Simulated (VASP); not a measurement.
# AgCl (F-43m) in VASP: notebook

The runs below take AgCl through single point, with PBEsol, PBE.

All numbers are computed with VASP 6.6.1; they aren't measurements. Logs are shortened: lines on timing, memory, paths and dates and some standing lists are left out, and cuts for length are marked.

### Step 1. The cell of the first run

Symmetry: F-43m, No. 216, cubic system. Conventional cell: a = 5.986 Å, b = 5.986 Å, c = 5.986 Å, α = 90.00°, β = 90.00°, γ = 90.00°. Within 3.4 Å of Ag (site symmetry -43m) lie 4 Cl at 2.59 Å. Cl (site symmetry -43m) has 4 Ag at 2.59 Å within 3.4 Å.

### Step 2. Single point, PBEsol

INCAR

```
SYSTEM = AgCl
PREC = Accurate
ENCUT = 520
EDIFF = 1E-6
ISMEAR = 0
SIGMA = 0.01
LREAL = .False.
LASPH = .True.
NELM = 100
ALGO = Normal
ISIF = 2
LWAVE = .False.
LCHARG = .False.
GGA = PS
NBANDS = 16
```

KPOINTS

```
regular mesh
0
Gamma
  4 4 4
  0 0 0
```

POSCAR

```
AgCl
1.0
    0.0000000000      2.9932461729      2.9932461729
    2.9932461729      0.0000000000      2.9932461729
    2.9932461729      2.9932461729      0.0000000000
Ag Cl
1 1
Direct
    0.0000000000      0.0000000000      0.0000000000
    0.2500000000      0.2500000000      0.2500000000
```

Potentials or basis: VASP PAW PBE potentials, release 64 (Ag, Cl).

Launch:

```sh
$ cat potpaw_PBE.64/Ag/POTCAR potpaw_PBE.64/Cl/POTCAR > POTCAR
$ mpirun -np 1 vasp_std > vasp.out
```

OUTCAR:

```text
SYSTEM = AgCl
   PREC = Accurate
   ENCUT = 520
   EDIFF = 1E-6
   ISMEAR = 0
   LREAL = .False.
   LASPH = .True.
   NELM = 100
   ISIF = 2
   GGA = PS

 ion  position               nearest neighbor table
   1  0.000  0.000  0.000-   2 2.59   2 2.59   2 2.59   2 2.59
   2  0.250  0.250  0.250-   1 2.59   1 2.59   1 2.59   1 2.59

  LATTYP: Found a face centered cubic cell.
 ALAT       =     5.9864923458

  Lattice vectors:

 A1 = (   0.0000000000,   2.9932461729,   2.9932461729)
 A2 = (   2.9932461729,   0.0000000000,   2.9932461729)
 A3 = (   2.9932461729,   2.9932461729,   0.0000000000)

Analysis of symmetry for initial positions (statically):
=====================================================================
 Subroutine PRICEL returns:
 Original cell was already a primitive cell.

 Routine SETGRP: Setting up the symmetry group for a
 face centered cubic supercell.

 Subroutine GETGRP returns: Found 24 space group operations
 (whereof 24 operations were pure point group operations)
 out of a pool of 48 trial point group operations.

The static configuration has the point symmetry T_d .

Analysis of symmetry for dynamics (positions and initial velocities):
=====================================================================
 Subroutine PRICEL returns:
 Original cell was already a primitive cell.

 Routine SETGRP: Setting up the symmetry group for a
 face centered cubic supercell.

 Subroutine GETGRP returns: Found 24 space group operations
 (whereof 24 operations were pure point group operations)
 out of a pool of 48 trial point group operations.

The dynamic configuration has the point symmetry T_d .

 Subroutine INISYM returns: Found 24 space group operations
 (whereof 24 operations are pure point group operations),
 and found     1 'primitive' translations

----------------------------------------------------------------------------------------

                                     Primitive cell

  volume of cell :      53.6361

  direct lattice vectors                    reciprocal lattice vectors
     0.000000000  2.993246173  2.993246173    -0.167042726  0.167042726  0.167042726
     2.993246173  0.000000000  2.993246173     0.167042726 -0.167042726  0.167042726
     2.993246173  2.993246173  0.000000000     0.167042726  0.167042726 -0.167042726

  length of vectors
     4.233089333  4.233089333  4.233089333     0.289326488  0.289326488  0.289326488

  position of ions in fractional coordinates (direct lattice)
     0.000000000  0.000000000  0.000000000
     0.250000000  0.250000000  0.250000000

  ion indices of the primitive-cell ions
   primitive index   ion index
                 1           1
                 2           2

----------------------------------------------------------------------------------------

 KPOINTS: regular mesh

Automatic generation of k-mesh.
 Grid dimensions read from file:
 generate k-points for:    4    4    4

 Generating k-lattice:

  Cartesian coordinates                     Fractional coordinates (reciprocal lattice)
    -0.041760681  0.041760681  0.041760681     0.250000000  0.000000000  0.000000000
     0.041760681 -0.041760681  0.041760681     0.000000000  0.250000000  0.000000000
     0.041760681  0.041760681 -0.041760681     0.000000000  0.000000000  0.250000000

  Length of vectors
     0.072331622  0.072331622  0.072331622

  Shift w.r.t. Gamma in fractional coordinates (k-lattice)
     0.000000000  0.000000000  0.000000000

 Subroutine IBZKPT returns following result:
 ===========================================

 Found      8 irreducible k-points:

 Following reciprocal coordinates:
            Coordinates               Weight
  0.000000  0.000000  0.000000      1.000000
  0.250000  0.000000  0.000000      8.000000
  0.500000  0.000000  0.000000      4.000000
  0.250000  0.250000  0.000000      6.000000
  0.500000  0.250000  0.000000     24.000000
 -0.250000  0.250000  0.000000     12.000000
  0.500000  0.500000  0.000000      3.000000
 -0.250000  0.500000  0.250000      6.000000
   k-points           NKPTS =      8   k-points in BZ     NKDIM =      8   number of bands    NBANDS=     16
   number of dos      NEDOS =    301   number of ions     NIONS =      2
   total plane-waves  NPLWV =  32768
   dimension x,y,z NGX =    32 NGY =   32 NGZ =   32
   dimension x,y,z NGXF=    64 NGYF=   64 NGZF=   64
   ions per type =               1   1
   NGX,Y,Z   is equivalent  to a cutoff of  12.57, 12.57, 12.57 a.u.
   NGXF,Y,Z  is equivalent  to a cutoff of  25.13, 25.13, 25.13 a.u.
 SYSTEM =  AgCl
   PREC   = accura    normal or accurate (medium, high low for compatibility)
   ISTART =      0    job   : 0-new  1-cont  2-samecut
   ICHARG =      2    charge: 1-file 2-atom 10-const
   ISPIN  =      1    spin polarized calculation?
   LNONCOLLINEAR =      F non collinear calculations
   LSORBIT =      F    spin-orbit coupling
   LASPH  =      T    aspherical Exc in radial PAW
   ENCUT  =  520.0 eV  38.22 Ry    6.18 a.u.   7.87  7.87  7.87*2*pi/ulx,y,z
   NELM   =    100;   NELMIN=  2; NELMDL= -5     # of ELM steps
   EDIFF  = 0.1E-05   stopping-criterion for ELM
   LREAL  =      F    real-space projection
[... 7 lines left out ...]
   TEBEG  =    0.0;   TEEND  =   0.0 temperature during run
   PSTRESS=    0.0 pullay stress
   NELECT =      18.0000    total number of electrons
   NUPDOWN=      -1.0000    fix difference up-down
   EMIN   =  10.00;   EMAX   =-10.00  energy-range for DOS
   EFERMI =   0.00;   METHOD = LEGACY
   ISMEAR =     0;   SIGMA  =   0.01  broadening in eV -4-tet -1-fermi 0-gaus
   EFERMI_NEDOS =   21; number of points for ismear=-14 and -15
   IALGO  =     38    algorithm
   IMIX   =      4    mixing-type and parameters
     AMIX     =   0.40;   BMIX     =  1.00
     AMIX_MAG =   1.60;   BMIX_MAG =  1.00
  volume/ion in A,a.u.               =      26.82       180.98
  Fermi-wavevector in a.u.,A,eV,Ry     =   1.137662  2.149869 17.609676  1.294275
  Thomas-Fermi vector in A             =   2.274367
   LORBIT       =      0    0 simple, 1 ext, 2 COOP (PROOUT), +10 PAW based schemes
   GGA     = PS    functional components
   LHFCALC =     F    Hartree Fock is set to
   AEXX    =    0.0000 exact exchange contribution
   IVDW    =     0    specifies the selected vdW correction
   LEPSILON=     F    determine dielectric tensor
   LRPA    =     F    only Hartree local field effects (RPA)
 non-spin polarized calculation
 Gauss-broadening in eV      SIGMA  =   0.01
  energy-cutoff  :      520.00
  volume of cell :       53.64
 maximum number of plane-waves:      1459
   NGX = 15   NGY = 15   NGZ = 15

 number of electron      17.9999995 magnetization

 Free energy of the ion-electron system (eV)
  ---------------------------------------------------
  ext. energy  EPLUGINS =         0.00000000
  ---------------------------------------------------
  free energy    TOTEN  =        -6.00546920 eV

  energy without entropy =       -6.00546920  energy(sigma->0) =       -6.00546920

 E-fermi :   1.7501     XC(G=0):  -8.7730

 val. band max:        1.6659658698   @ k =   0.0000   0.0000   0.0000
 cond. band min:       2.7633575457   @ k =   0.0000   0.0000   0.0000
 fundamental gap:      1.0973916759
 Fermi energy:         1.7500738616

 k-point     1 :       0.0000    0.0000    0.0000
  band No.  band energies     occupation
      1     -13.1825      2.00000
      2      -2.4682      2.00000
      3      -2.4682      2.00000
      4      -2.4682      2.00000
      5      -0.4958      2.00000
      6      -0.4958      2.00000
[... 8 lines left out ...]
     15      14.2438      0.00000
     16      14.3262      0.00000

 k-point     2 :       0.2500    0.0000    0.0000
  band No.  band energies     occupation
      1     -13.0906      2.00000
      2      -2.5837      2.00000
      3      -2.3672      2.00000
      4      -2.3672      2.00000
      5      -0.4951      2.00000
      6      -0.4951      2.00000
[... 8 lines left out ...]
     15      13.3943      0.00000
     16      13.8855      0.00000

 k-point     3 :       0.5000    0.0000    0.0000
  band No.  band energies     occupation
      1     -12.9968      2.00000
      2      -2.5613      2.00000
      3      -2.2746      2.00000
      4      -2.2746      2.00000
      5      -0.4293      2.00000
      6      -0.4293      2.00000
[... 8 lines left out ...]
     15      14.9796      0.00000
     16      14.9796      0.00000

 k-point     4 :       0.2500    0.2500    0.0000
  band No.  band energies     occupation
      1     -13.0606      2.00000
      2      -2.7117      2.00000
      3      -2.2596      2.00000
      4      -2.2596      2.00000
      5      -0.6004      2.00000
      6      -0.4193      2.00000
[... 8 lines left out ...]
     15      14.3692      0.00000
     16      16.8478      0.00000

 k-point     5 :       0.5000    0.2500    0.0000
  band No.  band energies     occupation
      1     -12.9677      2.00000
      2      -2.6152      2.00000
      3      -2.1711      2.00000
      4      -2.1280      2.00000
      5      -0.5096      2.00000
      6      -0.4056      2.00000
[... 8 lines left out ...]
     15      15.0626      0.00000
     16      15.5878      0.00000

 k-point     6 :      -0.2500    0.2500    0.0000
  band No.  band energies     occupation
      1     -12.9983      2.00000
      2      -2.4719      2.00000
      3      -2.3497      2.00000
      4      -2.2416      2.00000
      5      -0.5278      2.00000
      6      -0.4493      2.00000
[... 8 lines left out ...]
     15      14.3327      0.00000
     16      15.3946      0.00000

 k-point     7 :       0.5000    0.5000    0.0000
  band No.  band energies     occupation
      1     -12.9377      2.00000
      2      -2.8325      2.00000
      3      -1.9500      2.00000
      4      -1.9500      2.00000
      5      -0.4473      2.00000
      6      -0.3414      2.00000
[... 8 lines left out ...]
     15      14.5294      0.00000
     16      15.6809      0.00000

 k-point     8 :      -0.2500    0.5000    0.2500
  band No.  band energies     occupation
      1     -12.9374      2.00000
      2      -2.4588      2.00000
      3      -2.3138      2.00000
      4      -1.9405      2.00000
      5      -0.5619      2.00000
      6      -0.2690      2.00000
[... 8 lines left out ...]
     15      14.8907      0.00000
     16      15.2234      0.00000

------------------------ aborting loop because EDIFF is reached ----------------------------------------

  FORCE on cell =-STRESS in cart. coord.  units (eV):
  Direction    XX          YY          ZZ          XY          YZ          ZX
  --------------------------------------------------------------------------------------
  -------------------------------------------------------------------------------------
  Total       -0.5817475     -0.5817475     -0.5817475      0.0000000     -0.0000000      0.0000000
  in kB      -17.3775190    -17.3775190    -17.3775190      0.0000000     -0.0000000      0.0000000
  external PRESSURE =     -17.3775190 kB  Pullay stress =       0.0000000 kB

 VOLUME and BASIS-vectors are now :
 -----------------------------------------------------------------------------
  energy-cutoff  :      520.00
  volume of cell :       53.64
      direct lattice vectors                 reciprocal lattice vectors
     0.000000000  2.993246173  2.993246173    -0.167042726  0.167042726  0.167042726
     2.993246173  0.000000000  2.993246173     0.167042726 -0.167042726  0.167042726
     2.993246173  2.993246173  0.000000000     0.167042726  0.167042726 -0.167042726

 POSITION                                       TOTAL-FORCE (eV/Angst)
 -----------------------------------------------------------------------------------
      0.00000      0.00000      0.00000         0.000000      0.000000      0.000000
      1.49662      1.49662      1.49662        -0.000000     -0.000000     -0.000000
 -----------------------------------------------------------------------------------
    total drift:                                0.000000      0.000000      0.000000

  FREE ENERGIE OF THE ION-ELECTRON SYSTEM (eV)
  ---------------------------------------------------
  free  energy   TOTEN  =        -6.0054691955 eV

  energy  without entropy=       -6.0054691955  energy(sigma->0) =       -6.00546920
```

Run time: 3.5 s. Hardware: 1 thread of Intel Xeon 6975P-C (Granite Rapids), shared host; peak memory 0.17 GiB.

Results:

```yaml
Free_energy: -6.0055 eV
Pressure: -1.7 GPa
Band_gap_on_the_k_mesh: 1.10 eV, direct
```

Levels at points of the mesh, in eV from the valence-band top:
```tsv
k point	band 7	band 8	band 9	band 10	band 11	band 12
(0.00, 0.00, 0.00)	0.00	0.00	0.00	1.10	7.97	7.97
(0.50, 0.00, 0.00)	-2.00	-0.58	-0.58	3.62	6.55	8.33
(0.50, 0.50, 0.00)	-1.76	-1.37	-1.37	4.64	5.34	8.54
```

Caveat: the k points lie up to 0.45 Å⁻¹ apart; the PAW data sets were made with another functional, which shifts forces and pressure a little.

### Step 3. Single point, PBE

INCAR

```
SYSTEM = AgCl
  ALGO = Normal
  EDIFF = 1E-7
  ENCUT = 520
  GGA = PE
  ISIF = 2
  ISMEAR = 0
  LASPH = .TRUE.
  LCHARG = .TRUE.
  LELF = .TRUE.
  LREAL = .FALSE.
  LVHAR = .TRUE.
  LWAVE = .FALSE.
  NBANDS = 16
  NELM = 80
  PREC = Accurate
  SIGMA = 0.01
```

KPOINTS

```
k-points
0
G
  6 6 6
  0 0 0
```

POSCAR is that of step 2.

Potentials or basis: VASP PAW PBE potentials, release 64 (Ag, Cl).

Launch:

```sh
$ cat potpaw_PBE.64/Ag/POTCAR potpaw_PBE.64/Cl/POTCAR > POTCAR
$ mpirun -np 1 vasp_std > vasp.out
```

Wall time 5.6 s (1 thread of Intel Xeon 6975P-C (Granite Rapids), shared host); peak memory 0.17 GiB.

It converged, with:

```yaml
Free_energy: -5.4465 eV
Pressure: 1.1 GPa
Band_gap_on_the_k_mesh: 1.25 eV, direct
```

Levels at points of the mesh, in eV from the valence-band top:
| k point | band 6 | band 7 | band 8 | band 9 | band 10 | band 11 | band 12 | band 13 |
| --- | --- | --- | --- | --- | --- | --- | --- | --- |
| (0.00, 0.00, 0.00) | -2.13 | 0.00 | 0.00 | 0.00 | 1.25 | 8.09 | 8.09 | 8.09 |
| (0.50, 0.00, 0.00) | -2.06 | -1.97 | -0.57 | -0.57 | 3.75 | 6.70 | 8.44 | 8.44 |
| (0.50, 0.50, 0.00) | -1.98 | -1.73 | -1.35 | -1.35 | 4.81 | 5.43 | 8.70 | 10.67 |

As with any semilocal functional, this PBE gap is likely too small.
